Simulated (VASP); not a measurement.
# Li (Fm-3m) in VASP: single point with PBE

Aim: the single point of Li with PBE.

Everything below comes from runs of VASP 6.6.1. Logs are shortened: lines on timing, memory, paths and dates and some standing lists are left out, and cuts for length are marked.

### 1 The cell of the first run

It takes space group Fm-3m (No. 225, cubic). The conventional cell has a = 4.404 Å, b = 4.404 Å, c = 4.404 Å, α = 90.00°, β = 90.00°, γ = 90.00°. Within 4.1 Å of Li (site symmetry m-3m) lie 12 Li at 3.11 Å.

### 2 Single point, PBE

INCAR

```
PREC     = Accurate       # precision mode
ENCUT    = 750            # plane-wave cutoff, eV
EDIFF    = 1E-6           # SCF threshold, eV
ISMEAR   = -1             # smearing method
SIGMA    = 0.1            # smearing width, eV
LREAL    = F              # projectors in reciprocal space
LASPH    = T              # aspherical terms in the spheres
NELM     = 120            # most SCF steps
ALGO     = Normal         # electronic algorithm
ISIF     = 2              # what is computed and relaxed
LWAVE    = F              # write WAVECAR
LCHARG   = F              # write CHGCAR
GGA      = PE             # functional
NBANDS   = 8              # bands
GGA_COMPAT= F
```

KPOINTS

```
Automatic mesh
0
Gamma
  8 8 8
```

POSCAR

```
Li
1.0
    0.0000000000      2.2020000000      2.2020000000
    2.2020000000      0.0000000000      2.2020000000
    2.2020000000      2.2020000000      0.0000000000
Li
1
Direct
    0.0000000000      0.0000000000      0.0000000000
```

Potentials or basis: VASP PAW PBE potentials, release 64 (Li_sv).

On the command line:

```bash
cat potpaw_PBE.64/Li_sv/POTCAR > POTCAR
mpirun -np 1 vasp_std > vasp.out
```

OUTCAR:

```text
PREC = Accurate
   ENCUT = 750
   EDIFF = 1E-6
   ISMEAR = -1
   LREAL = F
   LASPH = T
   NELM = 120
   ISIF = 2
   GGA = PE

 ion  position               nearest neighbor table
   1  0.000  0.000  0.000-

  LATTYP: Found a face centered cubic cell.
 ALAT       =     4.4040000000

  Lattice vectors:

 A1 = (   0.0000000000,   2.2020000000,   2.2020000000)
 A2 = (   2.2020000000,   0.0000000000,   2.2020000000)
 A3 = (   2.2020000000,   2.2020000000,   0.0000000000)

Analysis of symmetry for initial positions (statically):
=====================================================================
 Subroutine PRICEL returns:
 Original cell was already a primitive cell.

 Routine SETGRP: Setting up the symmetry group for a
 face centered cubic supercell.

 Subroutine GETGRP returns: Found 48 space group operations
 (whereof 48 operations were pure point group operations)
 out of a pool of 48 trial point group operations.

The static configuration has the point symmetry O_h .

Analysis of symmetry for dynamics (positions and initial velocities):
=====================================================================
 Subroutine PRICEL returns:
 Original cell was already a primitive cell.

 Routine SETGRP: Setting up the symmetry group for a
 face centered cubic supercell.

 Subroutine GETGRP returns: Found 48 space group operations
 (whereof 48 operations were pure point group operations)
 out of a pool of 48 trial point group operations.

The dynamic configuration has the point symmetry O_h .

 Subroutine INISYM returns: Found 48 space group operations
 (whereof 48 operations are pure point group operations),
 and found     1 'primitive' translations

----------------------------------------------------------------------------------------

                                     Primitive cell

  volume of cell :      21.3541

  direct lattice vectors                    reciprocal lattice vectors
     0.000000000  2.202000000  2.202000000    -0.227066303  0.227066303  0.227066303
     2.202000000  0.000000000  2.202000000     0.227066303 -0.227066303  0.227066303
     2.202000000  2.202000000  0.000000000     0.227066303  0.227066303 -0.227066303

  length of vectors
     3.114098264  3.114098264  3.114098264     0.393290374  0.393290374  0.393290374

  position of ions in fractional coordinates (direct lattice)
     0.000000000  0.000000000  0.000000000
[... 70 lines left out ...]
   ISPIN  =      1    spin polarized calculation?
   LNONCOLLINEAR =      F non collinear calculations
   LSORBIT =      F    spin-orbit coupling
   LASPH  =      T    aspherical Exc in radial PAW
   ENCUT  =  750.0 eV  55.12 Ry    7.42 a.u.   6.95  6.95  6.95*2*pi/ulx,y,z
   NELM   =    120;   NELMIN=  2; NELMDL= -5     # of ELM steps
   EDIFF  = 0.1E-05   stopping-criterion for ELM
   LREAL  =      F    real-space projection
   EDIFFG = 0.1E-04   stopping-criterion for IOM
   NSW    =      0    number of steps for IOM
   IBRION =     -1    ionic relax: 0-MD 1-quasi-New 2-CG
   NFREE  =      0    steps in history (QN), initial steepest desc. (CG)
   ISIF   =      2    stress and relaxation
   ISYM   =      2    0-nonsym 1-usesym 2-fastsym
   POTIM  = 0.5000    time-step for ionic-motion
   TEBEG  =    0.0;   TEEND  =   0.0 temperature during run
   PSTRESS=    0.0 pullay stress
   NELECT =       3.0000    total number of electrons
   NUPDOWN=      -1.0000    fix difference up-down
   EMIN   =  10.00;   EMAX   =-10.00  energy-range for DOS
   EFERMI =   0.00;   METHOD = LEGACY
   ISMEAR =    -1;   SIGMA  =   0.10  broadening in eV -4-tet -1-fermi 0-gaus
   EFERMI_NEDOS =   21; number of points for ismear=-14 and -15
   IALGO  =     38    algorithm
   IMIX   =      4    mixing-type and parameters
     AMIX     =   0.40;   BMIX     =  1.00
     AMIX_MAG =   1.60;   BMIX_MAG =  1.00
  volume/ion in A,a.u.               =      21.35       144.10
  Fermi-wavevector in a.u.,A,eV,Ry     =   0.851049  1.608250  9.854489  0.724285
  Thomas-Fermi vector in A             =   1.967122
   LORBIT       =      0    0 simple, 1 ext, 2 COOP (PROOUT), +10 PAW based schemes
   GGA     = PE    functional components
   LHFCALC =     F    Hartree Fock is set to
   AEXX    =    0.0000 exact exchange contribution
   IVDW    =     0    specifies the selected vdW correction
   LEPSILON=     F    determine dielectric tensor
   LRPA    =     F    only Hartree local field effects (RPA)
 non-spin polarized calculation
  energy-cutoff  :      750.00
  volume of cell :       21.35
 maximum number of plane-waves:      1012
   NGX = 13   NGY = 13   NGZ = 13

 number of electron       2.9999998 magnetization

 Free energy of the ion-electron system (eV)
  ---------------------------------------------------
  ext. energy  EPLUGINS =         0.00000000
  ---------------------------------------------------
  free energy    TOTEN  =        -1.90717697 eV

  energy without entropy =       -1.88986555  energy(sigma->0) =       -1.89852126

 E-fermi :   0.3988     XC(G=0):  -6.9186

 val. band max:        0.2895885782   @ k =   0.3750   0.3750   0.0000
 cond. band min:       0.4875933877   @ k =   0.5000   0.0000   0.0000
 fundamental gap:      0.1980048095
 Fermi energy:         0.3988262963

 k-point     1 :       0.0000    0.0000    0.0000
  band No.  band energies     occupation
      1     -46.1287      2.00000
      2      -3.0189      2.00000
      3      14.3123      0.00000
      4      14.3123      0.00000
      5      14.3123      0.00000
      6      18.1189      0.00000
      7      18.1189      0.00000
      8      18.1189      0.00000
[... 243 lines left out ...]
 k-point    24 :      -0.3750    0.2500    0.1250
  band No.  band energies     occupation
      1     -46.1117      2.00000
      2       1.4338      0.00006
      3       3.5144      0.00000
      4       8.9467      0.00000
      5      10.2208      0.00000
      6      15.1959      0.00000
      7      18.9011      0.00000
      8      22.0694      0.00000

 [... further k-points ...]
[... 5 lines left out ...]
  --------------------------------------------------------------------------------------
  -------------------------------------------------------------------------------------
  Total       -0.1006055     -0.1006055     -0.1006055      0.0000000      0.0000000     -0.0000000
  in kB       -7.5483186     -7.5483186     -7.5483186      0.0000000      0.0000000     -0.0000000
  external PRESSURE =      -7.5483186 kB  Pullay stress =       0.0000000 kB

 VOLUME and BASIS-vectors are now :
 -----------------------------------------------------------------------------
  energy-cutoff  :      750.00
  volume of cell :       21.35
      direct lattice vectors                 reciprocal lattice vectors
     0.000000000  2.202000000  2.202000000    -0.227066303  0.227066303  0.227066303
     2.202000000  0.000000000  2.202000000     0.227066303 -0.227066303  0.227066303
     2.202000000  2.202000000  0.000000000     0.227066303  0.227066303 -0.227066303

 POSITION                                       TOTAL-FORCE (eV/Angst)
 -----------------------------------------------------------------------------------
      0.00000      0.00000      0.00000         0.000000     -0.000000     -0.000000
 -----------------------------------------------------------------------------------
    total drift:                               -0.000000     -0.000000     -0.000000

  FREE ENERGIE OF THE ION-ELECTRON SYSTEM (eV)
  ---------------------------------------------------
  free  energy   TOTEN  =        -1.9071769652 eV

  energy  without entropy=       -1.8898655506  energy(sigma->0) =       -1.89852126
```

Wall time 13 s (1 thread of Intel Xeon 8259CL, shared host); peak memory 0.14 GiB.

Results:

- Free energy: -1.9072 eV
- Pressure: -0.8 GPa
